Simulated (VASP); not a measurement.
Crystal: Ag.

```xyz
4
Lattice="2.8862 0.0000 0.0000 -1.4431 2.4995 0.0000 0.0000 0.0000 10.0000" Properties=species:S:1:pos:R:3 pbc="T T T"
Ag    0.0000    1.6663    2.5000
Ag    1.4431    0.8332    7.5000
Ag    0.0000    0.0000    0.0000
Ag    0.0000    0.0000    5.0000
```

| Item | Value |
| --- | --- |
| Program | VASP 6.6.1 |
| Task | relaxation of cell and atoms |
| Functional | PBEsol |
| Potentials or basis | VASP PAW PBE potentials, release 64 (Ag) |
| Cutoff | 600 eV |
| k mesh | 13 × 13 × 3 |
| Occupations | fermi-dirac, width 0.1 eV |
| Spin | no spin polarisation |

At the start: pressure -7.3 GPa; volume 18.04 Å³/atom.

**Question.** Where does the relaxation end?

**Answer.** Over 8 steps the energy falls by 43.1 meV/atom and the volume is 16.63 Å³/atom (-7.8 %); space group P6_3/mmc (No. 194, to 0.05 Å).

Step by step:
| step | energy change (eV) | largest force (eV/Å) | pressure (GPa) | volume (Å³) |
| --- | --- | --- | --- | --- |
| 1 | 0.0000 | 0.0000 | -7.30 | 72.14 |
| 2 | -0.1160 | 0.0000 | 5.55 | 63.88 |
| 3 | -0.1535 | 0.0000 | 0.46 | 66.38 |
| 4 | -0.1703 | 0.0000 | 0.29 | 66.35 |
| 5 | -0.1722 | 0.0000 | 0.32 | 66.32 |
| 6 | -0.1723 | 0.0000 | 0.30 | 66.33 |
| 7 | -0.1724 | 0.0000 | -0.25 | 66.64 |
| 8 | -0.1725 | 0.0000 | 0.00 | 66.51 |

Final structure:
```yaml
crystal:
  lattice:
    - [2.85297, 0.00000, 0.00000]
    - [-1.42649, 2.47075, 0.00000]
    - [0.00000, 0.00000, 9.43493]
  atoms:
    - { symbol: Ag, position: [0.33333, 0.66667, 0.25000] }
    - { symbol: Ag, position: [0.66667, 0.33333, 0.75000] }
    - { symbol: Ag, position: [0.00000, 0.00000, 0.00000] }
    - { symbol: Ag, position: [0.00000, 0.00000, 0.50000] }
```

Caveat: the PAW data sets were made with another functional, which shifts forces and pressure a little.
